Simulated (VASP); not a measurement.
Wanted: the native input for a VASP 6.6.1 run.

```yaml
Task: single point
Functional: PBEsol
Potentials_or_basis: VASP PAW PBE potentials, release 64 (W_sv, O, H)
Cutoff: 520 eV
k_mesh: 9 × 9 × 1
Occupations: gaussian, width 0.1 eV
Spin: no spin polarisation
Dipole_correction: yes
Further_INCAR_settings: ALGO = Normal; EDIFF = 1e-06; NBANDS = 48
```

The structure of HW5O lies in POSCAR:

```
HW5O
1.0
    3.1543602768      0.0000000000      0.0000000000
    0.0000000000      3.1543602768      0.0000000000
    0.0000000000      0.0000000000     26.1887205537
W O H
5 1 1
Direct
    0.5000000000      0.5000000000      0.3245672114
    0.0000000000      0.0000000000      0.3847908537
    0.5000211154      0.4996656910      0.4437794271
   -0.0000731103     -0.0008276256      0.5053545259
    0.5011018297      0.5044709364      0.5626860956
    0.5071907149      0.5177331385      0.6352339238
    0.5217673373      0.7914092922      0.6528587120
```

One way to write it, as run:

INCAR

```
PREC     = Accurate       # precision mode
ENCUT    = 520            # plane-wave cutoff, eV
EDIFF    = 1E-6           # SCF threshold, eV
ISMEAR   = 0              # smearing method
SIGMA    = 0.1            # smearing width, eV
LREAL    = False          # projectors in reciprocal space
LASPH    = True           # aspherical terms in the spheres
NELM     = 80             # most SCF steps
ALGO     = Normal         # electronic algorithm
ISIF     = 2              # what is computed and relaxed
LWAVE    = False          # write WAVECAR
LCHARG   = False          # write CHGCAR
LDIPOL   = True         
IDIPOL   = 3            
DIPOL    = 0.5 0.5 0.501
GGA      = PS             # functional
NBANDS   = 48             # bands
```

KPOINTS

```
Automatic mesh
0
Gamma
  9 9 1
```

Potentials or basis: VASP PAW PBE potentials, release 64 (W_sv, O, H).

The run is started by

```console
$ cat potpaw_PBE.64/W_sv/POTCAR potpaw_PBE.64/O/POTCAR potpaw_PBE.64/H/POTCAR > POTCAR
$ mpirun -np 1 vasp_std > vasp.out
```

Results of the run:

```json
{"Largest force": "1.657 eV/Å", "Band gap on the k mesh": "zero (an odd number of electrons rules out a gap without spin polarisation)"}
```

Caveat: the PAW data sets were made with another functional, which shifts forces and pressure a little; spin-orbit coupling is left out, which moves the levels of the heavy elements.

Wall time 13 min on 1 thread of Intel(R) Xeon(R) Platinum 8488C (Sapphire Rapids) (shared host), peak memory 0.57 GiB.
